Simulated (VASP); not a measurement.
# Al3H (P6/mmm) in VASP: further runs

The runs below take Al3H through relaxation of cell and atoms, single point, with PBE.

Everything below comes from runs of VASP 6.6.1. Logs are shortened: lines on timing, memory, paths and dates and some standing lists are left out, and cuts for length are marked.

### Step 1. The cell of the first run

It takes space group P6/mmm (No. 191, hexagonal). The conventional cell has a = 3.818 Å, b = 3.818 Å, c = 4.136 Å, α = 90.00°, β = 90.00°, γ = 120.00°. Al (site symmetry -6m2) has 3 Al at 2.20 Å and 3 H at 2.20 Å within 2.9 Å. Al (site symmetry 6/mmm) has 2 H at 2.07 Å within 2.7 Å. H (site symmetry 6/mmm) has 8 Al at 2.07 to 2.20 Å within 2.7 Å.

The cell was generated, and may not be a known phase.

### Step 2. Relaxation of cell and atoms, PBE

INCAR

```
  ALGO = Normal
  EDIFF = 1E-6
  EDIFFG = -0.04
  ENCUT = 600
  GGA = PE
  IBRION = 2
  ISIF = 3
  ISMEAR = 0
  LASPH = True
  LCHARG = False
  LREAL = False
  LWAVE = False
  NELM = 80
  NSW = 90
  PREC = Accurate
  SIGMA = 0.1
```

KPOINTS

```
k-points
0
Gamma
  6 6 4
```

POSCAR

```
Al3H
1.0
    3.8178714400      0.0000000000      0.0000000000
   -1.9089357200      3.3063736600      0.0000000000
    0.0000000000      0.0000000000      4.1356946300
Al H
3 1
Direct
    0.3333333300      0.6666666700      0.0000000000
    0.6666666700      0.3333333300      0.0000000000
    0.0000000000      0.0000000000      0.5000000000
    0.0000000000      0.0000000000      0.0000000000
```

Potentials or basis: VASP PAW PBE potentials, release 64 (Al, H).

Command:

```
> cat potpaw_PBE.64/Al/POTCAR potpaw_PBE.64/H/POTCAR > POTCAR
> mpirun -np 1 vasp_std > vasp.out
```

OUTCAR:

```text
EDIFF = 1E-6
   EDIFFG = -0.04
   ENCUT = 600
   GGA = PE
   IBRION = 2
   ISIF = 3
   ISMEAR = 0
   LASPH = True
   LREAL = False
   NELM = 80
   NSW = 90
   PREC = Accurate

 ion  position               nearest neighbor table
   1  0.333  0.667  0.000-   2 2.20   2 2.20   2 2.20   3 3.02   3 3.02   3 3.02   3 3.02   3 3.02
                             3 3.02
   2  0.667  0.333  0.000-   1 2.20   1 2.20   1 2.20   3 3.02   3 3.02   3 3.02   3 3.02   3 3.02
                             3 3.02
   3  0.000  0.000  0.500-   4 2.07   4 2.07   1 3.02   1 3.02   2 3.02   2 3.02   2 3.02   2 3.02
                             1 3.02   1 3.02   2 3.02   2 3.02   1 3.02   1 3.02
   4  0.000  0.000  0.000-   3 2.07   3 2.07

  LATTYP: Found a hexagonal cell.
 ALAT       =     3.8178714400
 C/A-ratio  =     1.0832461739

  Lattice vectors:

 A1 = (   3.8178714400,   0.0000000000,   0.0000000000)
 A2 = (  -1.9089357200,   3.3063736600,   0.0000000000)
 A3 = (   0.0000000000,   0.0000000000,   4.1356946300)

Analysis of symmetry for initial positions (statically):
=====================================================================
 Subroutine PRICEL returns:
 Original cell was already a primitive cell.

 Routine SETGRP: Setting up the symmetry group for a
 hexagonal supercell.

 Subroutine GETGRP returns: Found 24 space group operations
 (whereof 24 operations were pure point group operations)
 out of a pool of 24 trial point group operations.

The static configuration has the point symmetry D_6h.

Analysis of symmetry for dynamics (positions and initial velocities):
=====================================================================
 Subroutine PRICEL returns:
 Original cell was already a primitive cell.

 Routine SETGRP: Setting up the symmetry group for a
 hexagonal supercell.

 Subroutine GETGRP returns: Found 24 space group operations
 (whereof 24 operations were pure point group operations)
 out of a pool of 24 trial point group operations.

The dynamic configuration has the point symmetry D_6h.

 Subroutine INISYM returns: Found 24 space group operations
 (whereof 24 operations are pure point group operations),
 and found     1 'primitive' translations

----------------------------------------------------------------------------------------

                                     Primitive cell

  volume of cell :      52.2062

  direct lattice vectors                    reciprocal lattice vectors
     3.817871440  0.000000000  0.000000000     0.261926054  0.151223077  0.000000000
    -1.908935720  3.306373660  0.000000000     0.000000000  0.302446155  0.000000000
     0.000000000  0.000000000  4.135694630     0.000000000  0.000000000  0.241797350

  length of vectors
     3.817871440  3.817871444  4.135694630     0.302446155  0.302446155  0.241797350

  position of ions in fractional coordinates (direct lattice)
     0.333333330  0.666666670  0.000000000
     0.666666670  0.333333330  0.000000000
     0.000000000  0.000000000  0.500000000
     0.000000000  0.000000000  0.000000000

  ion indices of the primitive-cell ions
   primitive index   ion index
                 1           1
                 2           2
                 3           3
                 4           4

----------------------------------------------------------------------------------------

 KPOINTS: k-points

Automatic generation of k-mesh.
 Grid dimensions read from file:
 generate k-points for:    6    6    4

 Generating k-lattice:

  Cartesian coordinates                     Fractional coordinates (reciprocal lattice)
     0.043654342  0.025203846  0.000000000     0.166666667  0.000000000  0.000000000
     0.000000000  0.050407692  0.000000000     0.000000000  0.166666667  0.000000000
     0.000000000  0.000000000  0.060449337     0.000000000  0.000000000  0.250000000

  Length of vectors
     0.050407693  0.050407692  0.060449337

  Shift w.r.t. Gamma in fractional coordinates (k-lattice)
     0.000000000  0.000000000  0.000000000

 Subroutine IBZKPT returns following result:
 ===========================================

 Found     21 irreducible k-points:

 Following reciprocal coordinates:
            Coordinates               Weight
  0.000000  0.000000  0.000000      1.000000
  0.166667 -0.000000  0.000000      6.000000
  0.333333 -0.000000  0.000000      6.000000
  0.500000 -0.000000  0.000000      3.000000
  0.166667  0.166667  0.000000      6.000000
  0.333333  0.166667  0.000000     12.000000
[... 13 lines left out ...]
  0.333333  0.166667  0.500000     12.000000
  0.333333  0.333333  0.500000      2.000000
   k-points           NKPTS =     21   k-points in BZ     NKDIM =     21   number of bands    NBANDS=      9
   number of dos      NEDOS =    301   number of ions     NIONS =      4
   total plane-waves  NPLWV =  36864
   dimension x,y,z NGX =    32 NGY =   32 NGZ =   36
   dimension x,y,z NGXF=    64 NGYF=   64 NGZF=   72
   ions per type =               3   1
   NGX,Y,Z   is equivalent  to a cutoff of  13.93, 13.93, 14.47 a.u.
   NGXF,Y,Z  is equivalent  to a cutoff of  27.87, 27.87, 28.94 a.u.
 SYSTEM =  unknown system
   PREC   = accura    normal or accurate (medium, high low for compatibility)
   ISTART =      0    job   : 0-new  1-cont  2-samecut
   ICHARG =      2    charge: 1-file 2-atom 10-const
   ISPIN  =      1    spin polarized calculation?
   LNONCOLLINEAR =      F non collinear calculations
   LSORBIT =      F    spin-orbit coupling
   LASPH  =      T    aspherical Exc in radial PAW
   ENCUT  =  600.0 eV  44.10 Ry    6.64 a.u.   7.63  7.63  8.26*2*pi/ulx,y,z
   NELM   =     80;   NELMIN=  2; NELMDL= -5     # of ELM steps
   EDIFF  = 0.1E-05   stopping-criterion for ELM
   LREAL  =      F    real-space projection
   EDIFFG = -.4E-01   stopping-criterion for IOM
   NSW    =     90    number of steps for IOM
   IBRION =      2    ionic relax: 0-MD 1-quasi-New 2-CG
   NFREE  =      1    steps in history (QN), initial steepest desc. (CG)
   ISIF   =      3    stress and relaxation
   ISYM   =      2    0-nonsym 1-usesym 2-fastsym
   POTIM  = 0.5000    time-step for ionic-motion
   TEBEG  =    0.0;   TEEND  =   0.0 temperature during run
   PSTRESS=    0.0 pullay stress
   NELECT =      10.0000    total number of electrons
   NUPDOWN=      -1.0000    fix difference up-down
   EMIN   =  10.00;   EMAX   =-10.00  energy-range for DOS
   EFERMI =   0.00;   METHOD = LEGACY
   ISMEAR =     0;   SIGMA  =   0.10  broadening in eV -4-tet -1-fermi 0-gaus
   EFERMI_NEDOS =   21; number of points for ismear=-14 and -15
   IALGO  =     38    algorithm
   IMIX   =      4    mixing-type and parameters
     AMIX     =   0.40;   BMIX     =  1.00
     AMIX_MAG =   1.60;   BMIX_MAG =  1.00
  volume/ion in A,a.u.               =      13.05        88.08
  Fermi-wavevector in a.u.,A,eV,Ry     =   0.943701  1.783336 12.116954  0.890571
  Thomas-Fermi vector in A             =   2.071434
   LORBIT       =      0    0 simple, 1 ext, 2 COOP (PROOUT), +10 PAW based schemes
   GGA     = PE    functional components
   LHFCALC =     F    Hartree Fock is set to
   AEXX    =    0.0000 exact exchange contribution
   IVDW    =     0    specifies the selected vdW correction
   LEPSILON=     F    determine dielectric tensor
   LRPA    =     F    only Hartree local field effects (RPA)
 conjugate gradient relaxation of ions
 non-spin polarized calculation
 Gauss-broadening in eV      SIGMA  =   0.10
  energy-cutoff  :      600.00
  volume of cell :       52.21
 maximum number of plane-waves:      1770
 NGX is ok and might be reduce to    32
   NGX = 15   NGY = 15   NGZ = 17

--------------------------------------- Ionic step        1  -------------------------------------------

 number of electron      10.0000000 magnetization

 Free energy of the ion-electron system (eV)
  ---------------------------------------------------
  ext. energy  EPLUGINS =         0.00000000
  ---------------------------------------------------
  free energy    TOTEN  =       -10.75240957 eV

  energy without entropy =      -10.73295209  energy(sigma->0) =      -10.74268083

------------------------ aborting loop because EDIFF is reached ----------------------------------------

  FORCE on cell =-STRESS in cart. coord.  units (eV):
  Direction    XX          YY          ZZ          XY          YZ          ZX
  --------------------------------------------------------------------------------------
  -------------------------------------------------------------------------------------
  Total       12.6366347     12.6366348     -1.6043174      0.0000000     -0.0000000      0.0000000
  in kB      387.8111737    387.8111748    -49.2355949      0.0000000     -0.0000000      0.0000000
  external PRESSURE =     242.1289179 kB  Pullay stress =       0.0000000 kB
[... 95 lines left out ...]
  FREE ENERGIE OF THE ION-ELECTRON SYSTEM (eV)
  ---------------------------------------------------
  free  energy   TOTEN  =       -12.4333375736 eV

  energy  without entropy=      -12.4242671396  energy(sigma->0) =      -12.42880236

 E-fermi :   7.4581     XC(G=0): -10.0732

 val. band max:        7.4496880815   @ k =   0.3333   0.1667   0.2500
 cond. band min:       7.4975504274   @ k =   0.1667  -0.0000   0.5000
 fundamental gap:      0.0478623460
 Fermi energy:         7.4580565328

 k-point     1 :       0.0000    0.0000    0.0000
  band No.  band energies     occupation
      1      -4.4112      2.00000
      2       2.1724      2.00000
      3       5.4378      2.00000
      4       5.4378      2.00000
      5       5.5549      2.00000
      6       5.5549      2.00000
      7       6.5519      2.00000
      8      12.0504      0.00000
      9      13.0105      0.00000
[... 229 lines left out ...]
 k-point    21 :       0.3333    0.3333    0.5000
  band No.  band energies     occupation
      1      -0.7431      2.00000
      2       3.5252      2.00000
      3       3.5252      2.00000
      4       4.2018      2.00000
      5       4.3255      2.00000
      6       4.3255      2.00000
      7       9.0350      0.00000
      8      12.9204      0.00000
      9      12.9204      0.00000

[... ionic steps 4 to 8 ...]

--------------------------------------- Ionic step        9  -------------------------------------------

 number of electron      10.0000001 magnetization

------------------------ aborting loop because EDIFF is reached ----------------------------------------

  FORCE on cell =-STRESS in cart. coord.  units (eV):
  Direction    XX          YY          ZZ          XY          YZ          ZX
  --------------------------------------------------------------------------------------
  -------------------------------------------------------------------------------------
  Total       -0.1812897     -0.1812897      0.5291536      0.0000000      0.0000000      0.0000000
  in kB       -4.7563807     -4.7563807     13.8830616      0.0000000      0.0000000      0.0000000
  external PRESSURE =       1.4567668 kB  Pullay stress =       0.0000000 kB
[... 61 lines left out ...]
  energy  without entropy=      -13.1451746308  energy(sigma->0) =      -13.14694921

--------------------------------------- Ionic step       11  -------------------------------------------

 number of electron      10.0000000 magnetization

 Free energy of the ion-electron system (eV)
  ---------------------------------------------------
  ext. energy  EPLUGINS =         0.00000000
  ---------------------------------------------------
  free energy    TOTEN  =       -13.14974955 eV

  energy without entropy =      -13.14625932  energy(sigma->0) =      -13.14800443

 E-fermi :   6.1807     XC(G=0):  -9.6078

 val. band max:        6.1445767792   @ k =   0.3333   0.3333   0.0000
 cond. band min:       6.2376375140   @ k =   0.1667   0.1667   0.0000
 fundamental gap:      0.0930607349
 Fermi energy:         6.1806592912

 k-point     1 :       0.0000    0.0000    0.0000
  band No.  band energies     occupation
      1      -4.6268      2.00000
      2       2.3318      2.00000
      3       5.0561      2.00000
      4       5.0561      2.00000
      5       5.0853      2.00000
      6       5.0853      2.00000
      7       6.3404      0.02389
      8       7.8470      0.00000
      9       8.8536      0.00000
[... 269 lines left out ...]
  FREE ENERGIE OF THE ION-ELECTRON SYSTEM (eV)
  ---------------------------------------------------
  free  energy   TOTEN  =       -13.1497495470 eV

  energy  without entropy=      -13.1462593197  energy(sigma->0) =      -13.14800443

 reached required accuracy - stopping structural energy minimisation
```

Run time: 47 s. Hardware: 1 thread of Intel Xeon Platinum 8559C (Emerald Rapids), shared host; peak memory 0.18 GiB.

What came out:

```yaml
Free_energy: -13.1497 eV
Relaxed_volume: 15.31 Å³/atom
Relaxed_cell: a = 4.570 Å, b = 4.570 Å, c = 3.387 Å, α = 90.00°, β = 90.00°, γ = 120.00°
Space_group_after_relaxing_to_0.1_Å: P6/mmm (No. 191)
Energy_gained_by_relaxing: 599.3 meV/atom
Ionic_steps: 11
Pressure_after_relaxing: -0.1 GPa
Band_gap_on_the_k_mesh: zero (bands 5 and 6 overlap by 5.30 eV)
```

Stress tensor (GPa, compression positive):
```
-0.03  0.00  0.00
 0.00 -0.03  0.00
 0.00  0.00 -0.23
```

The path:
```csv
step,energy change (eV),largest force (eV/Å),pressure (GPa),volume (Å³)
1,0.0000,0.0000,24.21,52.21
2,-1.6767,0.0000,-3.28,67.99
3,-1.6809,0.0000,-4.14,69.13
4,-2.0056,0.0000,-3.42,65.98
5,-2.3314,0.0000,-0.84,62.07
6,-1.7156,0.0000,11.77,53.75
7,-2.3895,0.0000,0.83,60.34
8,-2.3916,0.0000,1.25,59.96
9,-2.3952,0.0000,0.15,61.07
10,-2.3963,0.0000,0.48,60.71
11,-2.3973,0.0000,-0.10,61.25
```

Final structure:
```yaml
crystal:
  lattice:
    - [4.56995, 0.00000, 0.00000]
    - [-2.28498, 3.95770, 0.00000]
    - [0.00000, 0.00000, 3.38675]
  atoms:
    - { symbol: Al, position: [0.33333, 0.66667, 0.00000] }
    - { symbol: Al, position: [0.66667, 0.33333, 0.00000] }
    - { symbol: Al, position: [0.00000, 0.00000, 0.50000] }
    - { symbol: H, position: [0.00000, 0.00000, 0.00000] }
```

Levels at points of the mesh, in eV from the Fermi level:
```
           k point  band 3  band 4  band 5  band 6  band 7  band 8
(0.00, 0.00, 0.00)   -1.12   -1.12   -1.10   -1.10    0.16    1.67
(0.50, 0.00, 0.00)   -3.87   -3.30    2.54    3.47    4.12    4.91
(0.00, 0.00, 0.50)   -2.27    0.63    0.63    1.65    1.65    2.24
(0.50, 0.00, 0.50)   -4.21   -3.50   -1.74   -1.09    0.65    0.79
```

Caveat: the k points lie up to 0.46 Å⁻¹ apart in the final cell, too coarse for converged energies and pressures of a metal; the volume moved by over 15 % at a fixed basis, so the end points are rough.

(Part 1 of 2 ends here.)

The gap in the log of VASP goes by the Fermi energy; the results here count the filled bands.